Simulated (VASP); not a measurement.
# BN (F-43m) in VASP: further runs

The runs below take BN through single point, relaxation of cell and atoms, with HSE06.

Everything below comes from runs of VASP 6.6.1. Logs are shortened: lines on timing, memory, paths and dates and some standing lists are left out, and cuts for length are marked.

## Step 1: The cell of the first run

The structure is cubic, space group F-43m (No. 216). Conventional cell: a = 3.596 Å, b = 3.596 Å, c = 3.596 Å, α = 90.00°, β = 90.00°, γ = 90.00°. Within 2.1 Å of B (site symmetry -43m) lie 4 N at 1.56 Å. N (site symmetry -43m) has 4 B at 1.56 Å within 2.1 Å.

## Step 2: Single point, HSE06

Input file POSCAR:

```
BN
1.0
    0.0000000000      1.7981847749      1.7981847749
    1.7981847749      0.0000000000      1.7981847749
    1.7981847749      1.7981847749      0.0000000000
B N
1 1
Direct
    0.0000000000      0.0000000000      0.0000000000
    0.2500000000      0.2500000000      0.2500000000
```

Input file INCAR.step1:

```
  ALGO = Normal
  EDIFF = 1E-5
  ENCUT = 520
  GGA = PE
  ISIF = 2
  ISMEAR = 0
  LASPH = T
  LCHARG = F
  LREAL = F
  LWAVE = T
  NBANDS = 11
  NELM = 60
  PREC = Accurate
  SIGMA = 0.02
```

Input file INCAR.step2:

```
  ALGO = Normal
  EDIFF = 1E-7
  ENCUT = 520
  GGA = PE
  HFSCREEN = 0.2079
  ISIF = 2
  ISMEAR = 0
  ISTART = 1
  LASPH = T
  LCHARG = F
  LHFCALC = T
  LREAL = F
  LWAVE = F
  NBANDS = 11
  NELM = 60
  PREC = Accurate
  PRECFOCK = Normal
  SIGMA = 0.02
```

Input file KPOINTS:

```
k-points
0
Gamma
  6 6 6
```

Potentials or basis: VASP PAW PBE potentials, release 64 (B, N).

Launch:

```sh
$ cat potpaw_PBE.64/B/POTCAR potpaw_PBE.64/N/POTCAR > POTCAR
$ cp INCAR.step1 INCAR
$ mpirun -np 1 vasp_std > vasp.out
$ cp INCAR.step2 INCAR
$ mpirun -np 1 vasp_std > vasp.out
```

OUTCAR:

```text
EDIFF = 1E-7
   ENCUT = 520
   GGA = PE
   HFSCREEN = 0.2079
   ISIF = 2
   ISMEAR = 0
   ISTART = 1
   LASPH = T
   LHFCALC = T
   LREAL = F
   NELM = 60
   PREC = Accurate
   PRECFOCK = Normal

 ion  position               nearest neighbor table
   1  0.000  0.000  0.000-   2 1.56   2 1.56   2 1.56   2 1.56
   2  0.250  0.250  0.250-   1 1.56   1 1.56   1 1.56   1 1.56

  LATTYP: Found a face centered cubic cell.
 ALAT       =     3.5963695498

  Lattice vectors:

 A1 = (   0.0000000000,   1.7981847749,   1.7981847749)
 A2 = (   1.7981847749,   0.0000000000,   1.7981847749)
 A3 = (   1.7981847749,   1.7981847749,   0.0000000000)

Analysis of symmetry for initial positions (statically):
=====================================================================
 Subroutine PRICEL returns:
 Original cell was already a primitive cell.

 Routine SETGRP: Setting up the symmetry group for a
 face centered cubic supercell.

 Subroutine GETGRP returns: Found 24 space group operations
 (whereof 24 operations were pure point group operations)
 out of a pool of 48 trial point group operations.

The static configuration has the point symmetry T_d .

Analysis of symmetry for dynamics (positions and initial velocities):
=====================================================================
 Subroutine PRICEL returns:
 Original cell was already a primitive cell.

 Routine SETGRP: Setting up the symmetry group for a
 face centered cubic supercell.

 Subroutine GETGRP returns: Found 24 space group operations
 (whereof 24 operations were pure point group operations)
 out of a pool of 48 trial point group operations.

The dynamic configuration has the point symmetry T_d .

 Subroutine INISYM returns: Found 24 space group operations
 (whereof 24 operations are pure point group operations),
 and found     1 'primitive' translations

----------------------------------------------------------------------------------------

                                     Primitive cell

  volume of cell :      11.6287

  direct lattice vectors                    reciprocal lattice vectors
     0.000000000  1.798184775  1.798184775    -0.278058188  0.278058188  0.278058188
     1.798184775  0.000000000  1.798184775     0.278058188 -0.278058188  0.278058188
     1.798184775  1.798184775  0.000000000     0.278058188  0.278058188 -0.278058188

  length of vectors
     2.543017296  2.543017296  2.543017296     0.481610909  0.481610909  0.481610909

[... 87 lines left out ...]
   EFERMI_NEDOS =   21; number of points for ismear=-14 and -15
   IALGO  =     38    algorithm
   IMIX   =      1    mixing-type and parameters
     AMIX     =   0.40;   BMIX     =  1.00
     AMIX_MAG =   1.60;   BMIX_MAG =  1.00
  volume/ion in A,a.u.               =       5.81        39.24
  Fermi-wavevector in a.u.,A,eV,Ry     =   1.445197  2.731027 28.417068  2.088596
  Thomas-Fermi vector in A             =   2.563407
   LORBIT       =      0    0 simple, 1 ext, 2 COOP (PROOUT), +10 PAW based schemes
   GGA     = PE    functional components
   LHFCALC =     T    Hartree Fock is set to
   PRECFOCK=normal    Normal, Fast or Accurate (Low or Medium for compatibility)
   ENCUT4O =  -1.0   cutoff for four orbital integrals eV
   NKREDX  =     1    reduce k-point grid by
   NKREDY  =     1    reduce k-point grid by
   NKREDZ  =     1    reduce k-point grid by
   AEXX    =    0.2500 exact exchange contribution
   HFSCREEN=    0.2079 screening length (either q_TF or 0.3 A-1)
   HFSCREENC=   0.2079 screening length for correlation (either q_TF or 0.3 A-1)
   ENCUTFOCK=  -1.0 apply spherical cutoff to Coloumb kernel
   IVDW    =     0    specifies the selected vdW correction
   LEPSILON=     F    determine dielectric tensor
   LRPA    =     F    only Hartree local field effects (RPA)
 non-spin polarized calculation
 Gauss-broadening in eV      SIGMA  =   0.02
  energy-cutoff  :      520.00
  volume of cell :       11.63
 maximum number of plane-waves:       331
  NGX = 16; NGY = 16; NGZ = 16

 number of electron       7.9999999 magnetization

 Free energy of the ion-electron system (eV)
  ---------------------------------------------------
  ext. energy  EPLUGINS =         0.00000000
  ---------------------------------------------------
  free energy    TOTEN  =       -20.32515107 eV

  energy without entropy =      -20.32515107  energy(sigma->0) =      -20.32515107

 E-fermi :   6.8403     XC(G=0): -10.5469

 val. band max:        6.7339886705   @ k =   0.0000   0.0000   0.0000
 cond. band min:      12.5296804637   @ k =   0.5000   0.5000   0.0000
 fundamental gap:      5.7956917932
 Fermi energy:         6.8403321496

 k-point     1 :       0.0000    0.0000    0.0000
  band No.  band energies     occupation
      1     -15.5556      2.00000
      2       6.7340      2.00000
      3       6.7340      2.00000
      4       6.7340      2.00000
      5      17.3663      0.00000
      6      17.3663      0.00000
      7      17.3663      0.00000
      8      19.1324      0.00000
      9      33.7686      0.00000
     10      36.6910      0.00000
     11      36.6910      0.00000
[... 197 lines left out ...]
 k-point    16 :      -0.3333    0.5000    0.1667
  band No.  band energies     occupation
      1      -9.2020      2.00000
      2      -2.3336      2.00000
      3      -0.0842      2.00000
      4       0.0208      2.00000
      5      16.0868      0.00000
      6      20.5982      0.00000
      7      24.2394      0.00000
      8      26.0647      0.00000
      9      28.9711      0.00000
     10      35.3295      0.00000
     11      39.3473      0.00000

------------------------ aborting loop because EDIFF is reached ----------------------------------------

  FORCE on cell =-STRESS in cart. coord.  units (eV):
  Direction    XX          YY          ZZ          XY          YZ          ZX
  --------------------------------------------------------------------------------------
  -------------------------------------------------------------------------------------
  Total        0.0388527      0.0388527      0.0388527     -0.0000000     -0.0000000      0.0000000
  in kB        5.3530140      5.3530140      5.3530140     -0.0000000     -0.0000000      0.0000000
  external PRESSURE =       5.3530140 kB  Pullay stress =       0.0000000 kB

 VOLUME and BASIS-vectors are now :
 -----------------------------------------------------------------------------
  energy-cutoff  :      520.00
  volume of cell :       11.63
      direct lattice vectors                 reciprocal lattice vectors
     0.000000000  1.798184775  1.798184775    -0.278058188  0.278058188  0.278058188
     1.798184775  0.000000000  1.798184775     0.278058188 -0.278058188  0.278058188
     1.798184775  1.798184775  0.000000000     0.278058188  0.278058188 -0.278058188

 POSITION                                       TOTAL-FORCE (eV/Angst)
 -----------------------------------------------------------------------------------
      0.00000      0.00000      0.00000         0.000000     -0.000000     -0.000000
      0.89909      0.89909      0.89909        -0.000000      0.000000      0.000000
 -----------------------------------------------------------------------------------
    total drift:                                0.000000      0.000000      0.000000

  FREE ENERGIE OF THE ION-ELECTRON SYSTEM (eV)
  ---------------------------------------------------
  free  energy   TOTEN  =       -20.3251510659 eV

  energy  without entropy=      -20.3251510659  energy(sigma->0) =      -20.32515107
```

OUTCAR.step1:

```text
EDIFF = 1E-5
   ENCUT = 520
   GGA = PE
   ISIF = 2
   ISMEAR = 0
[... 434 lines left out ...]
 -----------------------------------------------------------------------------------
      0.00000      0.00000      0.00000        -0.000000     -0.000000     -0.000000
      0.89909      0.89909      0.89909         0.000000      0.000000      0.000000
 -----------------------------------------------------------------------------------
    total drift:                                0.000000      0.000000      0.000000

  FREE ENERGIE OF THE ION-ELECTRON SYSTEM (eV)
  ---------------------------------------------------
  free  energy   TOTEN  =       -17.4382334299 eV

  energy  without entropy=      -17.4382334299  energy(sigma->0) =      -17.43823343
```

It took 10 min on 1 thread of AMD EPYC 7R13, shared host; peak memory 0.19 GiB.

What came out:

- Free energy: -20.3252 eV
- Pressure: 0.5 GPa
- Band gap on the k mesh: 5.80 eV (least direct gap 10.63 eV)

Caveat: the k points lie up to 0.50 Å⁻¹ apart; the PAW data sets were made with another functional, which shifts forces and pressure a little. A k mesh can miss the band edges.

## Step 3: Relaxation of cell and atoms, HSE06

This run uses another cell than the first one, of 5.91 Å³/atom.

Input file POSCAR:

```
BN
1.0
    0.0000000000      1.8075000000      1.8075000000
    1.8075000000      0.0000000000      1.8075000000
    1.8075000000      1.8075000000      0.0000000000
B N
1 1
Direct
    0.0000000000      0.0000000000      0.0000000000
    0.2500000000      0.2500000000      0.2500000000
```

Input file INCAR.step1:

```
ALGO     = Normal         # electronic algorithm
EDIFF    = 1E-5           # SCF threshold, eV
ENCUT    = 600            # plane-wave cutoff, eV
GGA      = PE             # functional
ISMEAR   = 0              # smearing method
LASPH    = T              # aspherical terms in the spheres
LCHARG   = F              # write CHGCAR
LREAL    = F              # projectors in reciprocal space
LWAVE    = T              # write WAVECAR
NBANDS   = 11             # bands
NELM     = 100            # most SCF steps
PREC     = Accurate       # precision mode
SIGMA    = 0.02           # smearing width, eV
```

Input file INCAR.step2:

```
ALGO     = Normal         # electronic algorithm
EDIFF    = 1E-6           # SCF threshold, eV
EDIFFG   = -0.005         # ionic threshold
ENCUT    = 600            # plane-wave cutoff, eV
GGA      = PE             # functional
HFSCREEN = 0.2079         # screening, 1/A
IBRION   = 2              # ionic algorithm
ISIF     = 3              # what is computed and relaxed
ISMEAR   = 0              # smearing method
ISTART   = 1            
LASPH    = T              # aspherical terms in the spheres
LCHARG   = F              # write CHGCAR
LHFCALC  = T              # exact exchange
LREAL    = F              # projectors in reciprocal space
LWAVE    = F              # write WAVECAR
NELM     = 100            # most SCF steps
NSW      = 100            # ionic steps
PREC     = Accurate       # precision mode
PRECFOCK = Normal       
SIGMA    = 0.02           # smearing width, eV
```

KPOINTS is that of step 2.

Potentials or basis: VASP PAW PBE potentials, release 64 (B, N).

Launch:

```sh
$ cat potpaw_PBE.64/B/POTCAR potpaw_PBE.64/N/POTCAR > POTCAR
$ cp INCAR.step1 INCAR
$ mpirun -np 1 vasp_std > vasp.out
$ cp INCAR.step2 INCAR
$ mpirun -np 1 vasp_std > vasp.out
```

It took 19 min on 1 thread of AMD EPYC 7R13, shared host; peak memory 0.19 GiB.

Results (log left out):

* Free energy: -20.3280 eV
* Relaxed volume: 5.82 Å³/atom
* Relaxed cell: a = 2.544 Å, b = 2.544 Å, c = 2.544 Å, α = 60.00°, β = 60.00°, γ = 60.00°
* Space group after relaxing (to 0.1 Å): F-43m (No. 216)
* Energy gained by relaxing: 1.5 meV/atom
* Ionic steps: 3
* Pressure after relaxing: 0.0 GPa
* Band gap on the k mesh: 5.79 eV (least direct gap 10.63 eV)

The path:
| step | energy change (eV) | largest force (eV/Å) | pressure (GPa) | volume (Å³) |
| --- | --- | --- | --- | --- |
| 1 | 0.0000 | 0.0000 | -5.73 | 11.81 |
| 2 | 0.0009 | 0.0000 | 6.76 | 11.45 |
| 3 | -0.0031 | 0.0000 | 0.01 | 11.64 |

Final structure:
```
CELL_PARAMETERS angstrom
0.00000 1.79885 1.79885
1.79885 0.00000 1.79885
1.79885 1.79885 0.00000
ATOMIC_POSITIONS crystal
B 0.00000 0.00000 0.00000
N 0.25000 0.25000 0.25000
```

Levels at points of the mesh, in eV from the valence-band top:
| k point | band 1 | band 2 | band 3 | band 4 | band 5 | band 6 | band 7 | band 8 |
| --- | --- | --- | --- | --- | --- | --- | --- | --- |
| (0.00, 0.00, 0.00) | -22.28 | 0.00 | 0.00 | 0.00 | 10.63 | 10.63 | 10.63 | 12.38 |
| (0.50, 0.00, 0.00) | -17.68 | -11.77 | -2.13 | -2.13 | 12.04 | 12.59 | 12.59 | 17.53 |
| (0.50, 0.50, 0.00) | -16.17 | -9.87 | -5.39 | -5.39 | 5.79 | 10.82 | 20.69 | 20.69 |

Caveat: the k points lie up to 0.50 Å⁻¹ apart in the final cell; the PAW data sets were made with another functional, which shifts forces and pressure a little. A k mesh can miss the band edges.
